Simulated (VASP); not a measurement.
# BP (F-43m) in VASP: further runs, part 2 of 2

VASP 6.6.1.

## 4. Single point, PBE

This run uses another cell than the first one, of 11.68 Å³/atom, 1.087 times its volume.

INCAR reads:

```
PREC = Accurate
ENCUT = 500
EDIFF = 1E-6
ISMEAR = 0
SIGMA = 0.01
LREAL = F
LASPH = T
NELM = 120
ALGO = Normal
ISIF = 2
LWAVE = F
LCHARG = F
GGA = PE
NBANDS = 11
GGA_COMPAT = F
```

KPOINTS reads:

```
Automatic mesh
0
Gamma
  3 3 3
```

POSCAR reads:

```
BP
1.0
    0.0000000000      2.2690000000      2.2690000000
    2.2690000000      0.0000000000      2.2690000000
    2.2690000000      2.2690000000      0.0000000000
B P
1 1
Direct
    0.0000000000      0.0000000000      0.0000000000
    0.2500000000      0.2500000000      0.2500000000
```

Potentials or basis: VASP PAW PBE potentials, release 64 (B, P).

Started as:

```
$ cat potpaw_PBE.64/B/POTCAR potpaw_PBE.64/P/POTCAR > POTCAR
$ mpirun -np 1 vasp_std > vasp.out
```

OUTCAR:

```text
PREC = Accurate
   ENCUT = 500
   EDIFF = 1E-6
   ISMEAR = 0
   LREAL = F
   LASPH = T
   NELM = 120
   ISIF = 2
   GGA = PE

 ion  position               nearest neighbor table
   1  0.000  0.000  0.000-   2 1.97   2 1.97   2 1.97   2 1.97
   2  0.250  0.250  0.250-   1 1.97   1 1.97   1 1.97   1 1.97

  LATTYP: Found a face centered cubic cell.
 ALAT       =     4.5380000000

  Lattice vectors:

 A1 = (   0.0000000000,   2.2690000000,   2.2690000000)
 A2 = (   2.2690000000,   0.0000000000,   2.2690000000)
 A3 = (   2.2690000000,   2.2690000000,   0.0000000000)

Analysis of symmetry for initial positions (statically):
=====================================================================
 Subroutine PRICEL returns:
 Original cell was already a primitive cell.

 Routine SETGRP: Setting up the symmetry group for a
 face centered cubic supercell.

 Subroutine GETGRP returns: Found 24 space group operations
 (whereof 24 operations were pure point group operations)
 out of a pool of 48 trial point group operations.

The static configuration has the point symmetry T_d .

Analysis of symmetry for dynamics (positions and initial velocities):
=====================================================================
 Subroutine PRICEL returns:
 Original cell was already a primitive cell.

 Routine SETGRP: Setting up the symmetry group for a
 face centered cubic supercell.

 Subroutine GETGRP returns: Found 24 space group operations
 (whereof 24 operations were pure point group operations)
 out of a pool of 48 trial point group operations.

The dynamic configuration has the point symmetry T_d .

 Subroutine INISYM returns: Found 24 space group operations
 (whereof 24 operations are pure point group operations),
 and found     1 'primitive' translations

----------------------------------------------------------------------------------------

                                     Primitive cell

  volume of cell :      23.3633

[... 93 lines left out ...]
   LHFCALC =     F    Hartree Fock is set to
   AEXX    =    0.0000 exact exchange contribution
   IVDW    =     0    specifies the selected vdW correction
   LEPSILON=     F    determine dielectric tensor
   LRPA    =     F    only Hartree local field effects (RPA)
 non-spin polarized calculation
 Gauss-broadening in eV      SIGMA  =   0.01
  energy-cutoff  :      500.00
  volume of cell :       23.36
 maximum number of plane-waves:       609
   NGX = 11   NGY = 11   NGZ = 11

 number of electron       8.0000000 magnetization

 Free energy of the ion-electron system (eV)
  ---------------------------------------------------
  ext. energy  EPLUGINS =         0.00000000
  ---------------------------------------------------
  free energy    TOTEN  =       -12.30388309 eV

  energy without entropy =      -12.30388309  energy(sigma->0) =      -12.30388309

 E-fermi :   7.6498     XC(G=0): -10.8542

 val. band max:        7.5448857504   @ k =   0.0000   0.0000   0.0000
 cond. band min:       8.8765926021   @ k =   0.3333   0.3333   0.0000
 fundamental gap:      1.3317068517
 Fermi energy:         7.6497715760

 k-point     1 :       0.0000    0.0000    0.0000
  band No.  band energies     occupation
      1      -7.9542      2.00000
      2       7.5449      2.00000
      3       7.5449      2.00000
      4       7.5449      2.00000
      5      10.8961      0.00000
      6      10.8961      0.00000
      7      10.8961      0.00000
      8      14.9227      0.00000
      9      19.0255      0.00000
     10      19.6027      0.00000
     11      19.6027      0.00000
[... 29 lines left out ...]
 k-point     4 :      -0.3333    0.3333    0.0000
  band No.  band energies     occupation
      1      -3.5226      2.00000
      2      -0.3103      2.00000
      3       1.1711      2.00000
      4       4.4664      2.00000
      5      10.1350      0.00000
      6      15.7502      0.00000
      7      16.0552      0.00000
      8      17.3057      0.00000
      9      17.9328      0.00000
     10      19.2475      0.00000
     11      26.1964      0.00000

------------------------ aborting loop because EDIFF is reached ----------------------------------------

  FORCE on cell =-STRESS in cart. coord.  units (eV):
  Direction    XX          YY          ZZ          XY          YZ          ZX
  --------------------------------------------------------------------------------------
  -------------------------------------------------------------------------------------
  Total        0.6604159      0.6604159      0.6604159      0.0000000     -0.0000000     -0.0000000
  in kB       45.2891972     45.2891972     45.2891972      0.0000000     -0.0000000     -0.0000000
  external PRESSURE =      45.2891972 kB  Pullay stress =       0.0000000 kB

 VOLUME and BASIS-vectors are now :
 -----------------------------------------------------------------------------
  energy-cutoff  :      500.00
  volume of cell :       23.36
      direct lattice vectors                 reciprocal lattice vectors
     0.000000000  2.269000000  2.269000000    -0.220361393  0.220361393  0.220361393
     2.269000000  0.000000000  2.269000000     0.220361393 -0.220361393  0.220361393
     2.269000000  2.269000000  0.000000000     0.220361393  0.220361393 -0.220361393

 POSITION                                       TOTAL-FORCE (eV/Angst)
 -----------------------------------------------------------------------------------
      0.00000      0.00000      0.00000        -0.000000     -0.000000     -0.000000
      1.13450      1.13450      1.13450         0.000000      0.000000      0.000000
 -----------------------------------------------------------------------------------
    total drift:                                0.000000      0.000000      0.000000

  FREE ENERGIE OF THE ION-ELECTRON SYSTEM (eV)
  ---------------------------------------------------
  free  energy   TOTEN  =       -12.3038830907 eV

  energy  without entropy=      -12.3038830907  energy(sigma->0) =      -12.30388309
```

OSZICAR:

```text
N       E                     dE             d eps       ncg     rms          rms(c)
DAV:   1     0.799072350147E+01    0.79907E+01   -0.33013E+03    88   0.588E+02
DAV:   2    -0.125782014882E+02   -0.20569E+02   -0.20086E+02   114   0.107E+02
DAV:   3    -0.131207110862E+02   -0.54251E+00   -0.54150E+00   109   0.155E+01
DAV:   4    -0.131229490509E+02   -0.22380E-02   -0.22379E-02    94   0.119E+00
DAV:   5    -0.131229625365E+02   -0.13486E-04   -0.13486E-04   106   0.882E-02    0.734E+00
DAV:   6    -0.124218531109E+02    0.70111E+00   -0.16896E+00    97   0.547E+00    0.393E+00
DAV:   7    -0.123125594384E+02    0.10929E+00   -0.24463E-01   105   0.243E+00    0.142E+00
DAV:   8    -0.123029800718E+02    0.95794E-02   -0.34535E-02    94   0.106E+00    0.241E-01
DAV:   9    -0.123034661749E+02   -0.48610E-03   -0.86745E-04   100   0.193E-01    0.177E-01
DAV:  10    -0.123038634822E+02   -0.39731E-03   -0.43764E-04    94   0.134E-01    0.366E-02
DAV:  11    -0.123038821077E+02   -0.18625E-04   -0.25295E-05   100   0.311E-02    0.494E-02
DAV:  12    -0.123038830907E+02   -0.98303E-06   -0.83167E-06    94   0.134E-02
   1 F= -.12303883E+02 E0= -.12303883E+02  d E =-.104744E-50
```

Wall time 1.2 s (1 thread of Intel Xeon 6975P-C (Granite Rapids), shared host); peak memory 0.12 GiB.

What came out:

| Quantity | Value |
| --- | --- |
| Free energy | -12.3039 eV |
| Pressure | 4.5 GPa |
| Band gap on the k mesh | 1.33 eV, indirect (least direct gap 3.35 eV) |

Caveat: the k points lie up to 0.80 Å⁻¹ apart. As with any semilocal functional, this PBE gap is likely too small.

## 5. Overview

| cell | k mesh | gap on the mesh (eV) | pressure (GPa) |
| --- | --- | --- | --- |
| a = 3.121 Å, angles 60.0°, 2 atoms | 6 × 6 × 6 | 1.15 | 17.2 |
| a = 3.165 Å, angles 60.0°, 2 atoms | 6 × 6 × 6 | 1.25 | 8.3 |
| a = 3.209 Å, angles 60.0°, 2 atoms | 3 × 3 × 3 | 1.33 | 4.5 |

Alike in all rows: task single point; level PBE; potentials or basis VASP PAW PBE potentials, release 64 (B, P); no spin polarisation; cutoff (eV) 500; smearing gaussian 0.01 eV.

Caveats: some runs use coarse meshes.

Absolute energies hang on the potentials; compare differences alone.
